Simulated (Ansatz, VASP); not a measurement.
This is a calculation of KBr for VASP 6.6.1.

The input POSCAR:

```
KBr
1.0
    0.0000000000      3.3218549415      3.3218549415
    3.3218549415      0.0000000000      3.3218549415
    3.3218549415      3.3218549415      0.0000000000
Br K
1 1
Direct
    0.5000000000      0.5000000000      0.5000000000
    0.0000000000      0.0000000000      0.0000000000
```

File INCAR.step1:

```
  ALGO = Normal
  EDIFF = 1E-4
  ENCUT = 520
  GGA = PE
  ISMEAR = -1
  LASPH = T
  LCHARG = F
  LREAL = F
  LWAVE = T
  NBANDS = 15
  NELM = 60
  PREC = Accurate
  SIGMA = 0.05
```

File INCAR.step2:

```
  ALGO = Normal
  EDIFF = 1E-6
  ENCUT = 520
  ISIF = 2
  ISMEAR = -1
  ISTART = 1
  IVDW = 12
  LASPH = T
  LCHARG = T
  LELF = T
  LMIXTAU = T
  LREAL = F
  LVHAR = T
  LWAVE = F
  METAGGA = R2SCAN
  NBANDS = 15
  NELM = 60
  PREC = Accurate
  SIGMA = 0.05
  VDW_A1 = 0.49484001
  VDW_A2 = 5.73083694
  VDW_S6 = 1.0
  VDW_S8 = 0.78981345
```

KPOINTS

```
k-points
0
Gamma
  7 7 7
```

Potentials or basis: VASP PAW PBE potentials, release 64 (Br, K_sv).

Command:

```sh
$ cat potpaw_PBE.64/Br/POTCAR potpaw_PBE.64/K_sv/POTCAR > POTCAR
$ cp INCAR.step1 INCAR
$ mpirun -np 1 vasp_std > vasp.out
$ cp INCAR.step2 INCAR
$ mpirun -np 1 vasp_std > vasp.out
```

Problem. Set up the same calculation for Ansatz 0.2.0. Potentials there: Ansatz PAW.

Solution. As run (the cutoff follows the program's own potentials):

input.yaml

```yaml
crystal:
  lattice:
    - [0.0, 3.3218549415, 3.3218549415]
    - [3.3218549415, 0.0, 3.3218549415]
    - [3.3218549415, 3.3218549415, 0.0]
  atoms:
    - { symbol: Br, position: [0.5, 0.5, 0.5] }
    - { symbol: K, position: [0.0, 0.0, 0.0] }
hamiltonian:
  xc: r2scan
  pseudopotentials: { kind: paw }
  dispersion: d3bj
kpoints:
  mp_grid: { grid: [7, 7, 7] }
scf:
  occupations: { method: fermi_dirac, width: 0.05 }
output:
  forces: true
  stress: true
  eigenvalues: true
```

Potentials or basis: Ansatz PAW.

Launch:

```sh
$ ansatz run input.yaml --threads 2 --pin off --max-ram 5120MiB --backend cpu --events-out ev --progress --plain --runs-dir out
```

Both were run:

|  | VASP | Ansatz | Ansatz less VASP |
| --- | --- | --- | --- |
| gap on the k mesh at the Fermi level (eV) | 5.02 | 5.02 | -0.002 |
| least direct gap on the mesh (eV) | 5.02 | 5.02 | -0.002 |
| pressure (GPa) | -0.7 | -0.7 | 0.00 |

VASP's potentials were made for PBE, not for r2SCAN.

Noted on Ansatz's run: odd divisions of the mesh miss points on the zone boundary, where band edges often lie, so the gap on the mesh can be too wide.
